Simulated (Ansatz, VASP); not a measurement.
## One calculation of ZnAg, two programs

```xyz
2
Lattice="3.1176 0.0000 0.0000 0.0000 3.1176 0.0000 0.0000 0.0000 3.1176" Properties=species:S:1:pos:R:3 pbc="T T T"
Zn    1.5588    1.5588    1.5588
Ag    0.0000    0.0000    0.0000
```

Alike in both runs: task electric field gradients; functional PBEsol; k mesh 13 × 13 × 13; occupations fermi-dirac, width 0.05 eV; no spin polarisation.

|  | VASP | Ansatz |
| --- | --- | --- |
| version | VASP 6.6.1 | Ansatz 0.2.0 |
| potentials or method | VASP PAW PBE potentials, release 64 (Zn, Ag), cutoff 520 eV | all-electron PAW with datasets made for the crystal, scalar-relativistic |

```tsv
	VASP	Ansatz	Ansatz less VASP
pressure (GPa)	0.2	0.0	-0.16
```

VASP's potentials were made for PBE, not for PBEsol. Ansatz ran all-electron here, and VASP with PAW potentials.
